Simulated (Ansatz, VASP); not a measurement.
**TiO: VASP beside Ansatz**

INCAR

```
SYSTEM = TiO
PREC = Accurate ; ENCUT = 520
EDIFF = 1E-6 ; ISMEAR = 0
SIGMA = 0.15 ; LREAL = .FALSE.
LASPH = .TRUE. ; NELM = 60
ALGO = Normal ; ISIF = 2
LWAVE = .FALSE. ; LCHARG = .FALSE.
GGA = PS ; NBANDS = 36
```

KPOINTS

```
regular mesh
0
G
  12 12 16
  0 0 0
```

Contents of POSCAR:

```
TiO
1.0
    4.7105179706      0.0000000000      0.0000000000
   -2.3552589853      4.0794282275      0.0000000000
    0.0000000000      0.0000000000      2.8359676508
Ti O
3 3
Direct
    0.6666666667      0.3333333333      0.5000000000
    0.3333333333      0.6666666667      0.5000000000
    0.0000000000      0.0000000000      0.0000000000
    0.6052948636      0.6052948636      0.0000000000
    0.3947051364      0.0000000000      0.0000000000
    0.0000000000      0.3947051364      0.0000000000
```

Input for Ansatz:

```yaml
crystal:
  lattice:
    - [4.7105179706, 0.0, 0.0]
    - [-2.3552589853, 4.0794282275, 0.0]
    - [0.0, 0.0, 2.8359676508]
  atoms:
    - { symbol: Ti, position: [0.6666666667, 0.3333333333, 0.5] }
    - { symbol: Ti, position: [0.3333333333, 0.6666666667, 0.5] }
    - { symbol: Ti, position: [0.0, 0.0, 0.0] }
    - { symbol: O, position: [0.6052948636, 0.6052948636, 0.0] }
    - { symbol: O, position: [0.3947051364, 0.0, 0.0] }
    - { symbol: O, position: [0.0, 0.3947051364, 0.0] }
basis:
  ecutwfc: 420
kpoints:
  mp_grid: { grid: [12, 12, 16] }
hamiltonian:
  xc: pbesol
scf:
  occupations: { method: gaussian, width: 0.15 }
output:
  forces: true
  stress: true
  eigenvalues: true
```

Change from the starting cell: strain -0.050 along x and y, +0.000 along z, atoms carried along.

Alike in both runs: task single point; functional PBEsol; k mesh 12 × 12 × 16; occupations gaussian, width 0.15 eV; no spin polarisation.

|  | VASP | Ansatz |
| --- | --- | --- |
| version | VASP 6.6.1 | Ansatz 0.2.0 |
| potentials or method | VASP PAW PBE potentials, release 64 (Ti_sv, O), cutoff 520 eV | scalar-relativistic, plane waves, PAW |
| valence electrons in the cell | 54 | 54 |

```tsv
	VASP	Ansatz	Ansatz less VASP
gap on the k mesh at the Fermi level (eV)	none	none	-
pressure (GPa)	32.6	31.4	-1.12
traceless stress, the component that is largest in VASP (GPa)	-12.50	-12.36	+0.147
rms of the force components (eV/Å)	0.332	0.320	-0.0122
```

VASP's potentials were made for PBE, not for PBEsol. Atom by atom the forces differ by 0.012 eV/Å (rms over components). A gap of «none» marks a metal or a gap that the smearing closes. Both programs put the cell under a high pressure, so it lies far from rest at this level. The functional is the same, so the differences come from potentials, cutoffs and numerics.
